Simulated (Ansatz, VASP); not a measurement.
# C: VASP beside Ansatz

```
CELL_PARAMETERS angstrom
0.00000 2.17070 2.17070
2.17070 0.00000 2.17070
2.17070 2.17070 0.00000
ATOMIC_POSITIONS crystal
C 0.25000 0.25000 0.25000
C 0.75000 0.75000 0.75000
C 0.00000 0.00000 0.00000
```

Alike in both runs: functional PBE; k mesh 18 × 18 × 18; occupations gaussian, width 0.1 eV; no spin polarisation.

Ansatz relaxed the structure, and its values are those at the end. VASP's run is a single point on that final structure, the one shown.

```csv
,VASP,Ansatz
version,VASP 6.6.1,Ansatz 0.2.0
potentials or method,"VASP PAW PBE potentials, release 64 (C), cutoff 600 eV","scalar-relativistic, plane waves, PAW"
valence electrons in the cell,12,12
```

VASP gave:

* gap on the k mesh at the Fermi level (eV): none
* pressure (GPa): -0.2

**Question.** Which values does Ansatz return?

**Answer.** gap on the k mesh at the Fermi level (eV): none; pressure (GPa): 0.0.

A gap of «none» marks a metal or a gap that the smearing closes. The functional is the same, so the differences come from potentials, cutoffs and numerics.
